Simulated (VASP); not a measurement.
# Ge (Cmmm) in VASP: a series of runs

Ge is run at these levels: r2SCAN; tasks: single point.

All numbers are computed with VASP 6.6.1; they aren't measurements. Logs are shortened: lines on timing, memory, paths and dates and some standing lists are left out, and cuts for length are marked.

### 1 The cell of the first run

Symmetry: Cmmm, No. 65, orthorhombic system. The conventional cell has a = 2.710 Å, b = 5.045 Å, c = 2.739 Å, α = 90.00°, β = 90.00°, γ = 90.00°. Within 3.6 Å of Ge (site symmetry mmm) lie 8 Ge at 2.71 to 2.86 Å.

### 2 Single point, r2SCAN (strain -0.030 along x and y, +0.015 along z)

The input, POSCAR:

```
Ge
1.0
    1.3552345300     -2.5225005200      0.0000000000
    1.3552345300      2.5225005200      0.0000000000
    0.0000000000      0.0000000000      2.7387044650
Ge
1
Direct
    0.5000000000      0.5000000000      0.0000000000
```

The input, INCAR.step1:

```
SYSTEM = Ge
PREC     = Accurate       ! precision mode
ENCUT    = 520            ! plane-wave cutoff, eV
ISMEAR   = 0              ! smearing method
SIGMA    = 0.15           ! smearing width, eV
LREAL    = .False.        ! projectors in reciprocal space
LASPH    = .True.         ! aspherical terms in the spheres
NELM     = 80             ! most SCF steps
NBANDS   = 13             ! bands
GGA      = PE             ! functional
ALGO     = Normal         ! electronic algorithm
EDIFF    = 1E-4           ! SCF threshold, eV
LWAVE    = .True.         ! write WAVECAR
LCHARG   = .False.        ! write CHGCAR
```

The input, INCAR.step2:

```
SYSTEM = Ge
PREC     = Accurate       ! precision mode
ENCUT    = 520            ! plane-wave cutoff, eV
EDIFF    = 1E-7           ! SCF threshold, eV
ISMEAR   = 0              ! smearing method
SIGMA    = 0.15           ! smearing width, eV
LREAL    = .False.        ! projectors in reciprocal space
LASPH    = .True.         ! aspherical terms in the spheres
NELM     = 80             ! most SCF steps
ALGO     = Normal         ! electronic algorithm
ISIF     = 2              ! what is computed and relaxed
LWAVE    = .False.        ! write WAVECAR
LCHARG   = .False.        ! write CHGCAR
METAGGA  = R2SCAN         ! meta-GGA
LMIXTAU  = .True.       
NBANDS   = 13             ! bands
ISTART   = 1
```

The input, KPOINTS:

```
regular mesh
0
Gamma
  20 20 18
  0 0 0
```

Potentials or basis: VASP PAW PBE potentials, release 64 (Ge_d).

On the command line:

```bash
> cat potpaw_PBE.64/Ge_d/POTCAR > POTCAR
> cp INCAR.step1 INCAR
> mpirun -np 1 vasp_std > vasp.out
> cp INCAR.step2 INCAR
> mpirun -np 1 vasp_std > vasp.out
```

OUTCAR:

```text
SYSTEM = Ge
   PREC = Accurate
   ENCUT = 520
   EDIFF = 1E-7
   ISMEAR = 0
   LREAL = .False.
   LASPH = .True.
   NELM = 80
   ISIF = 2
   METAGGA = R2SCAN
   ISTART = 1

 ion  position               nearest neighbor table
   1  0.500  0.500  0.000-

  LATTYP: Found a base centered orthorhombic cell.
 ALAT       =     2.7104690600
 B/A-ratio  =     1.8613018368
 C/A-ratio  =     1.0104171656

  Lattice vectors:

 A1 = (   1.3552345300,  -2.5225005200,   0.0000000000)
 A2 = (   1.3552345300,   2.5225005200,   0.0000000000)
 A3 = (   0.0000000000,   0.0000000000,   2.7387044650)

Analysis of symmetry for initial positions (statically):
=====================================================================
 Subroutine PRICEL returns:
 Original cell was already a primitive cell.

 Routine SETGRP: Setting up the symmetry group for a
 base centered orthorhombic supercell.

 Subroutine GETGRP returns: Found  8 space group operations
 (whereof  8 operations were pure point group operations)
 out of a pool of  8 trial point group operations.

The static configuration has the point symmetry D_2h.

Analysis of symmetry for dynamics (positions and initial velocities):
=====================================================================
 Subroutine PRICEL returns:
 Original cell was already a primitive cell.

 Routine SETGRP: Setting up the symmetry group for a
 base centered orthorhombic supercell.

 Subroutine GETGRP returns: Found  8 space group operations
 (whereof  8 operations were pure point group operations)
 out of a pool of  8 trial point group operations.

The dynamic configuration has the point symmetry D_2h.

 Subroutine INISYM returns: Found  8 space group operations
 (whereof  8 operations are pure point group operations),
 and found     1 'primitive' translations

----------------------------------------------------------------------------------------

                                     Primitive cell

  volume of cell :      18.7250

  direct lattice vectors                    reciprocal lattice vectors
     1.355234530 -2.522500520  0.000000000     0.368939832 -0.198216015  0.000000000
     1.355234530  2.522500520  0.000000000     0.368939832  0.198216015  0.000000000
     0.000000000  0.000000000  2.738704465     0.000000000  0.000000000  0.365136148

  length of vectors
     2.863506505  2.863506505  2.738704465     0.418815220  0.418815220  0.365136148
[... 85 lines left out ...]
   ISIF   =      2    stress and relaxation
   ISYM   =      2    0-nonsym 1-usesym 2-fastsym
   POTIM  = 0.5000    time-step for ionic-motion
   TEBEG  =    0.0;   TEEND  =   0.0 temperature during run
   PSTRESS=    0.0 pullay stress
   NELECT =      14.0000    total number of electrons
   NUPDOWN=      -1.0000    fix difference up-down
   EMIN   =  10.00;   EMAX   =-10.00  energy-range for DOS
   EFERMI =   0.00;   METHOD = LEGACY
   ISMEAR =     0;   SIGMA  =   0.15  broadening in eV -4-tet -1-fermi 0-gaus
   EFERMI_NEDOS =   21; number of points for ismear=-14 and -15
   IALGO  =     38    algorithm
   IMIX   =      4    mixing-type and parameters
     AMIX     =   0.40;   BMIX     =  1.00
     AMIX_MAG =   1.60;   BMIX_MAG =  1.00
  volume/ion in A,a.u.               =      18.72       126.36
  Fermi-wavevector in a.u.,A,eV,Ry     =   1.485858  2.807864 30.038576  2.207773
  Thomas-Fermi vector in A             =   2.599217
   LORBIT       =      0    0 simple, 1 ext, 2 COOP (PROOUT), +10 PAW based schemes
   METAGGA = R2SCAN    functional components
   LHFCALC =     F    Hartree Fock is set to
   AEXX    =    0.0000 exact exchange contribution
   IVDW    =     0    specifies the selected vdW correction
   LEPSILON=     F    determine dielectric tensor
   LRPA    =     F    only Hartree local field effects (RPA)
 non-spin polarized calculation
 Gauss-broadening in eV      SIGMA  =   0.15
  energy-cutoff  :      520.00
  volume of cell :       18.72
 maximum number of plane-waves:       521
 NGX is ok and might be reduce to    24
   NGX = 11   NGY = 11   NGZ = 11

 number of electron      13.9999995 magnetization

 Free energy of the ion-electron system (eV)
  ---------------------------------------------------
  ext. energy  EPLUGINS =         0.00000000
  ---------------------------------------------------
  free energy    TOTEN  =       -13.47049586 eV

  energy without entropy =      -13.46610304  energy(sigma->0) =      -13.46829945

 E-fermi :   6.6004     XC(G=0): -12.3351

 val. band max:        6.5944340283   @ k =  -0.4500   0.1000   0.4444
 cond. band min:       6.6022972864   @ k =  -0.4000   0.2000   0.2222
 fundamental gap:      0.0078632581
 Fermi energy:         6.6003526898

 k-point     1 :       0.0000    0.0000    0.0000
  band No.  band energies     occupation
      1     -18.9200      2.00000
      2     -18.8695      2.00000
      3     -18.8020      2.00000
      4     -18.6807      2.00000
      5     -18.6599      2.00000
      6      -7.3223      2.00000
      7      12.6159      0.00000
      8      15.1809      0.00000
      9      16.5847      0.00000
     10      16.9532      0.00000
     11      20.6519      0.00000
     12      23.3558      0.00000
     13      23.7232      0.00000
[... 354 lines left out ...]
  band No.  band energies     occupation
      1     -18.8900      2.00000
      2     -18.8114      2.00000
      3     -18.7270      2.00000
      4     -18.7198      2.00000
      5     -18.6900      2.00000
      6      -4.4242      2.00000
      7       5.6502      2.00000
      8      10.6755      0.00000
      9      15.3165      0.00000
     10      16.9183      0.00000
     11      20.2447      0.00000
     12      27.0431      0.00000
     13      28.5655      0.00000

 [... further k-points ...]

------------------------ aborting loop because EDIFF is reached ----------------------------------------

  FORCE on cell =-STRESS in cart. coord.  units (eV):
  Direction    XX          YY          ZZ          XY          YZ          ZX
  --------------------------------------------------------------------------------------
  -------------------------------------------------------------------------------------
  Total        0.4948657      0.2150752     -0.6582323      0.0000000      0.0000000      0.0000000
  in kB       42.3425564     18.4026364    -56.3208104      0.0000000      0.0000000      0.0000000
  external PRESSURE =       1.4747941 kB  Pullay stress =       0.0000000 kB

 VOLUME and BASIS-vectors are now :
 -----------------------------------------------------------------------------
  energy-cutoff  :      520.00
  volume of cell :       18.72
      direct lattice vectors                 reciprocal lattice vectors
     1.355234530 -2.522500520  0.000000000     0.368939832 -0.198216015  0.000000000
     1.355234530  2.522500520  0.000000000     0.368939832  0.198216015  0.000000000
     0.000000000  0.000000000  2.738704465     0.000000000  0.000000000  0.365136148

 POSITION                                       TOTAL-FORCE (eV/Angst)
 -----------------------------------------------------------------------------------
      1.35523      0.00000      0.00000        -0.000000     -0.000000      0.000000
 -----------------------------------------------------------------------------------
    total drift:                               -0.000000     -0.000000     -0.000000

  FREE ENERGIE OF THE ION-ELECTRON SYSTEM (eV)
  ---------------------------------------------------
  free  energy   TOTEN  =       -13.4704958623 eV

  energy  without entropy=      -13.4661030363  energy(sigma->0) =      -13.46829945
```

OUTCAR.step1:

```text
SYSTEM = Ge
   PREC = Accurate
   ENCUT = 520
   ISMEAR = 0
   LREAL = .False.
   LASPH = .True.
   NELM = 80
[... 603 lines left out ...]
 -----------------------------------------------------------------------------------
      1.35523      0.00000      0.00000        -0.000000     -0.000000      0.000000
 -----------------------------------------------------------------------------------
    total drift:                               -0.000000     -0.000000     -0.000000

  FREE ENERGIE OF THE ION-ELECTRON SYSTEM (eV)
  ---------------------------------------------------
  free  energy   TOTEN  =        -4.2503447656 eV

  energy  without entropy=       -4.2457386935  energy(sigma->0) =       -4.24804173
```

Run time: 10 min. Hardware: 1 thread of AMD EPYC 9R45 (Zen 5), shared host; peak memory 0.31 GiB.

What came out:

```
Free energy            : -13.4705 eV
Pressure               : 0.1 GPa
Band gap on the k mesh : zero (bands 7 and 8 overlap by 9.45 eV)
```

Caveat: the cell differs from its parent crystal (strain -0.030 along x and y, +0.015 along z); the stress differs along the axes, from -6 to 4 GPa; the PAW data sets were made with another functional, which shifts forces and pressure a little.

### 3 Single point, r2SCAN (strain -0.015 along x and y, -0.015 along z)

The input, POSCAR:

```
Ge
1.0
    1.3761917650     -2.5615082600      0.0000000000
    1.3761917650      2.5615082600      0.0000000000
    0.0000000000      0.0000000000      2.6577575350
Ge
1
Direct
    0.5000000000      0.5000000000      0.0000000000
```

The input, INCAR.step1:

```
PREC     = Accurate       # precision mode
ENCUT    = 520            # plane-wave cutoff, eV
ISMEAR   = 0              # smearing method
SIGMA    = 0.15           # smearing width, eV
LREAL    = F              # projectors in reciprocal space
LASPH    = T              # aspherical terms in the spheres
NELM     = 80             # most SCF steps
NBANDS   = 13             # bands
GGA      = PE             # functional
ALGO     = Normal         # electronic algorithm
EDIFF    = 1E-4           # SCF threshold, eV
LWAVE    = T              # write WAVECAR
LCHARG   = F              # write CHGCAR
```

The input, INCAR.step2:

```
PREC     = Accurate       # precision mode
ENCUT    = 520            # plane-wave cutoff, eV
EDIFF    = 1E-6           # SCF threshold, eV
ISMEAR   = 0              # smearing method
SIGMA    = 0.15           # smearing width, eV
LREAL    = F              # projectors in reciprocal space
LASPH    = T              # aspherical terms in the spheres
NELM     = 80             # most SCF steps
ALGO     = Normal         # electronic algorithm
ISIF     = 2              # what is computed and relaxed
LWAVE    = F              # write WAVECAR
LCHARG   = F              # write CHGCAR
METAGGA  = R2SCAN         # meta-GGA
LMIXTAU  = T            
NBANDS   = 13             # bands
ISTART   = 1
```

The input, KPOINTS:

```
Automatic mesh
0
Gamma
  20 20 18
```

Potentials or basis: VASP PAW PBE potentials, release 64 (Ge_d).

On the command line:

```bash
> cat potpaw_PBE.64/Ge_d/POTCAR > POTCAR
> cp INCAR.step1 INCAR
> mpirun -np 1 vasp_std > vasp.out
> cp INCAR.step2 INCAR
> mpirun -np 1 vasp_std > vasp.out
```

Wall time 7.4 min (1 thread of AMD EPYC 9R45 (Zen 5), shared host); peak memory 0.31 GiB.

The run converged. Its results:

* Free energy: -13.4878 eV
* Pressure: -0.3 GPa
* Band gap on the k mesh: zero (bands 7 and 8 overlap by 10.61 eV)

Stress tensor (GPa, compression positive):
```
 0.83  0.00  0.00
 0.00 -1.04  0.00
 0.00  0.00 -0.57
```

Levels at points of the mesh, in eV from the Fermi level:
```
           k point  band 5  band 6  band 7  band 8  band 9  band 10
(0.00, 0.00, 0.00)  -25.28  -13.92    7.22    7.82    9.49    10.73
(0.50, 0.00, 0.00)  -25.31   -8.25   -5.89    3.71    8.02    11.60
(0.50, 0.50, 0.00)  -25.29   -9.21   -6.12    5.66    9.79    10.84
(0.00, 0.00, 0.50)  -25.33   -9.75   -6.26   11.08   12.77    17.13
(0.50, 0.00, 0.50)  -25.20   -3.50   -2.64   -1.91    4.00     6.93
(0.50, 0.50, 0.50)  -25.22   -4.59   -2.82   -2.61    3.61     8.91
```

Caveat: the cell differs from its parent crystal (strain -0.015 along x and y, -0.015 along z); the PAW data sets were made with another functional, which shifts forces and pressure a little.

### 4 Single point, r2SCAN (strain -0.015 along x and y, +0.000 along z)

POSCAR, as its differences from that of step 3:

```diff
@@ -4,3 +4,3 @@
     1.3761917650      2.5615082600      0.0000000000
-    0.0000000000      0.0000000000      2.6577575350
+    0.0000000000      0.0000000000      2.6982310000
 Ge
```

The input, INCAR.step1:

```
PREC = Accurate ; ENCUT = 520
ISMEAR = 0 ; SIGMA = 0.15
LREAL = F ; LASPH = T
NELM = 100 ; NBANDS = 13
GGA = PE ; ALGO = Normal
EDIFF = 1E-4 ; LWAVE = T
LCHARG = F
```

The input, INCAR.step2:

```
PREC = Accurate ; ENCUT = 520
EDIFF = 1E-7 ; ISMEAR = 0
SIGMA = 0.15 ; LREAL = F
LASPH = T ; NELM = 100
ALGO = Normal ; ISIF = 2
LWAVE = F ; LCHARG = T
METAGGA = R2SCAN ; LMIXTAU = T
LELF = T ; LVHAR = T
NBANDS = 13 ; ISTART = 1
```

KPOINTS is that of step 3.

Potentials or basis: VASP PAW PBE potentials, release 64 (Ge_d).

On the command line:

```bash
> cat potpaw_PBE.64/Ge_d/POTCAR > POTCAR
> cp INCAR.step1 INCAR
> mpirun -np 1 vasp_std > vasp.out
> cp INCAR.step2 INCAR
> mpirun -np 1 vasp_std > vasp.out
```

OUTCAR:

```text
PREC = Accurate
   ENCUT = 520
   EDIFF = 1E-7
   ISMEAR = 0
   LREAL = F
   LASPH = T
   NELM = 100
   ISIF = 2
   METAGGA = R2SCAN
   ISTART = 1

 ion  position               nearest neighbor table
   1  0.500  0.500  0.000-

  LATTYP: Found a base centered orthorhombic cell.
 ALAT       =     2.7523835300
 B/A-ratio  =     1.8613018368
 C/A-ratio  =     0.9803252238

  Lattice vectors:

 A1 = (   1.3761917650,  -2.5615082600,   0.0000000000)
[... 563 lines left out ...]
     11      20.5695      0.00000
     12      27.2979      0.00000
     13      28.4378      0.00000

 [... further k-points ...]

------------------------ aborting loop because EDIFF is reached ----------------------------------------

  FORCE on cell =-STRESS in cart. coord.  units (eV):
  Direction    XX          YY          ZZ          XY          YZ          ZX
  --------------------------------------------------------------------------------------
  -------------------------------------------------------------------------------------
  Total        0.1046842     -0.1161946     -0.4312979      0.0000000      0.0000000      0.0000000
  in kB        8.8167387     -9.7861660    -36.3248711      0.0000000      0.0000000      0.0000000
  external PRESSURE =     -12.4314328 kB  Pullay stress =       0.0000000 kB

 VOLUME and BASIS-vectors are now :
 -----------------------------------------------------------------------------
  energy-cutoff  :      520.00
  volume of cell :       19.02
      direct lattice vectors                 reciprocal lattice vectors
     1.376191765 -2.561508260  0.000000000     0.363321459 -0.195197497  0.000000000
     1.376191765  2.561508260  0.000000000     0.363321459  0.195197497  0.000000000
     0.000000000  0.000000000  2.698231000     0.000000000  0.000000000  0.370613191

 POSITION                                       TOTAL-FORCE (eV/Angst)
 -----------------------------------------------------------------------------------
      1.37619      0.00000      0.00000         0.000000     -0.000000      0.000000
 -----------------------------------------------------------------------------------
    total drift:                               -0.000000     -0.000000     -0.000000

  FREE ENERGIE OF THE ION-ELECTRON SYSTEM (eV)
  ---------------------------------------------------
  free  energy   TOTEN  =       -13.4842313932 eV

  energy  without entropy=      -13.4797363278  energy(sigma->0) =      -13.48198386
```

OUTCAR.step1:

```text
PREC = Accurate
   ENCUT = 520
   ISMEAR = 0
   LREAL = F
   LASPH = T
[... 602 lines left out ...]

 POSITION                                       TOTAL-FORCE (eV/Angst)
 -----------------------------------------------------------------------------------
      1.37619      0.00000      0.00000        -0.000000      0.000000      0.000000
 -----------------------------------------------------------------------------------
    total drift:                               -0.000000     -0.000000     -0.000000

  FREE ENERGIE OF THE ION-ELECTRON SYSTEM (eV)
  ---------------------------------------------------
  free  energy   TOTEN  =        -4.2678027304 eV

  energy  without entropy=       -4.2631628233  energy(sigma->0) =       -4.26548278
```

Wall time 4.7 min (1 thread of Intel Xeon 6975P-C (Granite Rapids), shared host); peak memory 0.35 GiB.

Results:

```yaml
Free_energy: -13.4842 eV
Pressure: -1.2 GPa
Band_gap_on_the_k_mesh: zero (bands 7 and 8 overlap by 10.04 eV)
```

Caveat: the cell differs from its parent crystal (strain -0.015 along x and y, +0.000 along z); the PAW data sets were made with another functional, which shifts forces and pressure a little.

(Part 1 of 2 ends here.)
